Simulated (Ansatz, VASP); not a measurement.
Y2C in VASP and in Ansatz

```
CELL_PARAMETERS angstrom
1.81242 1.04640 6.04788
-1.81242 1.04640 6.04788
0.00000 -2.09280 6.04788
ATOMIC_POSITIONS crystal
Y 0.25793 0.25793 0.25793
Y 0.74207 0.74207 0.74207
C 0.00000 0.00000 0.00000
```

Change from the starting cell: zz strain of +1 %.

Alike in both runs: task single point; functional PBEsol; k mesh 11 × 11 × 11; occupations fermi-dirac, width 0.05 eV; no spin polarisation.

|  | VASP | Ansatz |
| --- | --- | --- |
| version | VASP 6.6.1 | Ansatz 0.2.0 |
| potentials or method | VASP PAW PBE potentials, release 64 (Y_sv, C), cutoff 520 eV | all-electron LAPW, scalar-relativistic |

```tsv
	VASP	Ansatz	Ansatz less VASP
pressure (GPa)	-3.7	-3.6	+0.08
traceless stress, the component that is largest in VASP (GPa)	0.47	0.47	0.000
rms of the force components (eV/Å)	0.326	0.325	-0.0007
```

VASP's potentials were made for PBE, not for PBEsol. Atom by atom the forces differ by 0.001 eV/Å (rms over components). Ansatz ran all-electron here, and VASP with PAW potentials.
